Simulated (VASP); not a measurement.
# Cs (P6/mmm) in VASP: further runs, part 4 of 4

VASP 6.6.1. Earlier steps stand in the parts before.

### 6 Single point, PBE

This run uses another cell than the first one, of 118.29 Å³/atom.

Input file INCAR:

```
PREC = Accurate
ENCUT = 520
EDIFF = 1E-7
ISMEAR = -1
SIGMA = 0.08
LREAL = False
LASPH = True
NELM = 80
ALGO = Normal
ISIF = 2
LWAVE = False
LCHARG = False
GGA = PE
NBANDS = 20
```

Input file KPOINTS:

```
Automatic mesh
0
Gamma
  4 4 6
```

Input file POSCAR:

```
Cs
1.0
    8.8321593376      0.0000000000      0.0000000000
   -4.4160796688      7.6488743567      0.0000000000
    0.0000000000      0.0000000000      5.2528610179
Cs
3
Direct
    0.0000000000      0.0000000000      0.0000000000
    0.3333333333      0.6666666667      0.5000000000
    0.6666666667      0.3333333333      0.5000000000
```

Potentials or basis: VASP PAW PBE potentials, release 64 (Cs_sv).

On the command line:

```
cat potpaw_PBE.64/Cs_sv/POTCAR > POTCAR
mpirun -np 1 vasp_std > vasp.out
```

OUTCAR:

```text
PREC = Accurate
   ENCUT = 520
   EDIFF = 1E-7
   ISMEAR = -1
   LREAL = False
   LASPH = True
   NELM = 80
   ISIF = 2
   GGA = PE

 ion  position               nearest neighbor table
   1  0.000  0.000  0.000-
   2  0.333  0.667  0.500-
   3  0.667  0.333  0.500-

  LATTYP: Found a hexagonal cell.
 ALAT       =     8.8321593376
 C/A-ratio  =     0.5947425558

  Lattice vectors:

 A1 = (   8.8321593376,   0.0000000000,   0.0000000000)
 A2 = (  -4.4160796688,   7.6488743567,   0.0000000000)
 A3 = (   0.0000000000,   0.0000000000,   5.2528610179)

Analysis of symmetry for initial positions (statically):
=====================================================================
 Subroutine PRICEL returns:
 Original cell was already a primitive cell.

 Routine SETGRP: Setting up the symmetry group for a
 hexagonal supercell.

 Subroutine GETGRP returns: Found 24 space group operations
 (whereof 24 operations were pure point group operations)
 out of a pool of 24 trial point group operations.

The static configuration has the point symmetry D_6h.

Analysis of symmetry for dynamics (positions and initial velocities):
=====================================================================
 Subroutine PRICEL returns:
 Original cell was already a primitive cell.

 Routine SETGRP: Setting up the symmetry group for a
 hexagonal supercell.

 Subroutine GETGRP returns: Found 24 space group operations
 (whereof 24 operations were pure point group operations)
 out of a pool of 24 trial point group operations.

The dynamic configuration has the point symmetry D_6h.

 Subroutine INISYM returns: Found 24 space group operations
 (whereof 24 operations are pure point group operations),
 and found     1 'primitive' translations

----------------------------------------------------------------------------------------

                                     Primitive cell

  volume of cell :     354.8627

  direct lattice vectors                    reciprocal lattice vectors
     8.832159338  0.000000000  0.000000000     0.113222595  0.065369096  0.000000000
    -4.416079669  7.648874357  0.000000000     0.000000000  0.130738191  0.000000000
     0.000000000  0.000000000  5.252861018     0.000000000  0.000000000  0.190372446

  length of vectors
     8.832159338  8.832159338  5.252861018     0.130738191  0.130738191  0.190372446

  position of ions in fractional coordinates (direct lattice)
     0.000000000  0.000000000  0.000000000
     0.333333333  0.666666667  0.500000000
     0.666666667  0.333333333  0.500000000

  ion indices of the primitive-cell ions
   primitive index   ion index
                 1           1
                 2           2
                 3           3

----------------------------------------------------------------------------------------

 KPOINTS: Automatic mesh

Automatic generation of k-mesh.
 Grid dimensions read from file:
 generate k-points for:    4    4    6

 Generating k-lattice:

  Cartesian coordinates                     Fractional coordinates (reciprocal lattice)
     0.028305649  0.016342274  0.000000000     0.250000000  0.000000000  0.000000000
     0.000000000  0.032684548  0.000000000     0.000000000  0.250000000  0.000000000
     0.000000000  0.000000000  0.031728741     0.000000000  0.000000000  0.166666667

  Length of vectors
     0.032684548  0.032684548  0.031728741

  Shift w.r.t. Gamma in fractional coordinates (k-lattice)
     0.000000000  0.000000000  0.000000000

 Subroutine IBZKPT returns following result:
 ===========================================

 Found     16 irreducible k-points:

 Following reciprocal coordinates:
            Coordinates               Weight
  0.000000  0.000000  0.000000      1.000000
  0.250000  0.000000  0.000000      6.000000
  0.500000  0.000000  0.000000      3.000000
  0.250000  0.250000  0.000000      6.000000
  0.000000  0.000000  0.166667      2.000000
  0.250000  0.000000  0.166667     12.000000
[... 8 lines left out ...]
  0.500000  0.000000  0.500000      3.000000
  0.250000  0.250000  0.500000      6.000000
   k-points           NKPTS =     16   k-points in BZ     NKDIM =     16   number of bands    NBANDS=     20
   number of dos      NEDOS =    301   number of ions     NIONS =      3
   total plane-waves  NPLWV = 196000
   dimension x,y,z NGX =    70 NGY =   70 NGZ =   40
   dimension x,y,z NGXF=   140 NGYF=  140 NGZF=   80
   ions per type =               3
   NGX,Y,Z   is equivalent  to a cutoff of  13.18, 13.18, 12.66 a.u.
   NGXF,Y,Z  is equivalent  to a cutoff of  26.35, 26.35, 25.32 a.u.
 SYSTEM =  unknown system
   PREC   = accura    normal or accurate (medium, high low for compatibility)
   ISTART =      0    job   : 0-new  1-cont  2-samecut
   ICHARG =      2    charge: 1-file 2-atom 10-const
   ISPIN  =      1    spin polarized calculation?
   LNONCOLLINEAR =      F non collinear calculations
   LSORBIT =      F    spin-orbit coupling
   LASPH  =      T    aspherical Exc in radial PAW
   ENCUT  =  520.0 eV  38.22 Ry    6.18 a.u.  16.42 16.42  9.77*2*pi/ulx,y,z
   NELM   =     80;   NELMIN=  2; NELMDL= -5     # of ELM steps
   EDIFF  = 0.1E-06   stopping-criterion for ELM
   LREAL  =      F    real-space projection
   EDIFFG = 0.1E-05   stopping-criterion for IOM
   NSW    =      0    number of steps for IOM
   IBRION =     -1    ionic relax: 0-MD 1-quasi-New 2-CG
   NFREE  =      0    steps in history (QN), initial steepest desc. (CG)
   ISIF   =      2    stress and relaxation
   ISYM   =      2    0-nonsym 1-usesym 2-fastsym
   POTIM  = 0.5000    time-step for ionic-motion
   TEBEG  =    0.0;   TEEND  =   0.0 temperature during run
   PSTRESS=    0.0 pullay stress
   NELECT =      27.0000    total number of electrons
   NUPDOWN=      -1.0000    fix difference up-down
   EMIN   =  10.00;   EMAX   =-10.00  energy-range for DOS
   EFERMI =   0.00;   METHOD = LEGACY
   ISMEAR =    -1;   SIGMA  =   0.08  broadening in eV -4-tet -1-fermi 0-gaus
   EFERMI_NEDOS =   21; number of points for ismear=-14 and -15
   IALGO  =     38    algorithm
   IMIX   =      4    mixing-type and parameters
     AMIX     =   0.40;   BMIX     =  1.00
     AMIX_MAG =   1.60;   BMIX_MAG =  1.00
  volume/ion in A,a.u.               =     118.29       798.24
  Fermi-wavevector in a.u.,A,eV,Ry     =   0.693707  1.310916  6.547520  0.481229
  Thomas-Fermi vector in A             =   1.775996
   LORBIT       =      0    0 simple, 1 ext, 2 COOP (PROOUT), +10 PAW based schemes
   GGA     = PE    functional components
   LHFCALC =     F    Hartree Fock is set to
   AEXX    =    0.0000 exact exchange contribution
   IVDW    =     0    specifies the selected vdW correction
   LEPSILON=     F    determine dielectric tensor
   LRPA    =     F    only Hartree local field effects (RPA)
 non-spin polarized calculation
  energy-cutoff  :      520.00
  volume of cell :      354.86
 maximum number of plane-waves:      9656
 NGX is ok and might be reduce to    70
   NGX = 33   NGY = 33   NGZ = 19

 number of electron      26.9999997 magnetization

 Free energy of the ion-electron system (eV)
  ---------------------------------------------------
  ext. energy  EPLUGINS =         0.00000000
  ---------------------------------------------------
  free energy    TOTEN  =        -2.56763496 eV

  energy without entropy =       -2.49324155  energy(sigma->0) =       -2.53043825

 E-fermi :   0.3895     XC(G=0):  -5.3350

 val. band max:        0.3798303294   @ k =   0.2500   0.0000   0.0000
 cond. band min:       0.4131768385   @ k =   0.5000   0.0000   0.0000
 fundamental gap:      0.0333465090
 Fermi energy:         0.3894617344

 k-point     1 :       0.0000    0.0000    0.0000
  band No.  band energies     occupation
      1     -23.5217      2.00000
      2     -23.5139      2.00000
      3     -23.4416      2.00000
      4     -10.3739      2.00000
      5     -10.3739      2.00000
      6     -10.3003      2.00000
[... 12 lines left out ...]
     19       1.3654      0.00001
     20       2.5447      0.00000
[... 323 lines left out ...]
 k-point    16 :       0.2500    0.2500    0.5000
  band No.  band energies     occupation
      1     -23.5157      2.00000
      2     -23.5131      2.00000
      3     -23.4381      2.00000
      4     -10.3814      2.00000
      5     -10.3784      2.00000
      6     -10.3706      2.00000
[... 12 lines left out ...]
     19       2.0381      0.00000
     20       2.2838      0.00000

------------------------ aborting loop because EDIFF is reached ----------------------------------------

  FORCE on cell =-STRESS in cart. coord.  units (eV):
  Direction    XX          YY          ZZ          XY          YZ          ZX
  --------------------------------------------------------------------------------------
  -------------------------------------------------------------------------------------
  Total       -0.0218512     -0.0218512     -0.0288590      0.0000000     -0.0000000      0.0000000
  in kB       -0.0986564     -0.0986564     -0.1302962      0.0000000     -0.0000000      0.0000000
  external PRESSURE =      -0.1092030 kB  Pullay stress =       0.0000000 kB

 VOLUME and BASIS-vectors are now :
 -----------------------------------------------------------------------------
  energy-cutoff  :      520.00
  volume of cell :      354.86
      direct lattice vectors                 reciprocal lattice vectors
     8.832159338  0.000000000  0.000000000     0.113222595  0.065369096  0.000000000
    -4.416079669  7.648874357  0.000000000     0.000000000  0.130738191  0.000000000
     0.000000000  0.000000000  5.252861018     0.000000000  0.000000000  0.190372446

 POSITION                                       TOTAL-FORCE (eV/Angst)
 -----------------------------------------------------------------------------------
      0.00000      0.00000      0.00000         0.000000      0.000000      0.000000
     -0.00000      5.09925      2.62643         0.000000     -0.000000      0.000000
      4.41608      2.54962      2.62643        -0.000000      0.000000      0.000000
 -----------------------------------------------------------------------------------
    total drift:                                0.000000     -0.000000     -0.000000

  FREE ENERGIE OF THE ION-ELECTRON SYSTEM (eV)
  ---------------------------------------------------
  free  energy   TOTEN  =        -2.5676349569 eV

  energy  without entropy=       -2.4932415506  energy(sigma->0) =       -2.53043825
```

stdout:

```text
POSCAR found type information on POSCAR Cs
 POSCAR found :  1 types and       3 ions
 scaLAPACK will be used
 LDA part: xc-table for (Slater+PW92), standard interpolation
 POSCAR, INCAR and KPOINTS ok, starting setup
 FFT: planning ... GRIDC
 FFT: planning ... GRID_SOFT
 FFT: planning ... GRID
 WAVECAR not read
 entering main loop
```

Wall time 2.6 min (1 thread of Intel Xeon 6975P-C (Granite Rapids), shared host); peak memory 0.46 GiB.

Results:

```
Free energy            : -2.5676 eV
Pressure               : 0.0 GPa
Band gap on the k mesh : zero (an odd number of electrons rules out a gap without spin polarisation)
```

Caveat: spin-orbit coupling is left out, which moves the levels of the heavy elements.
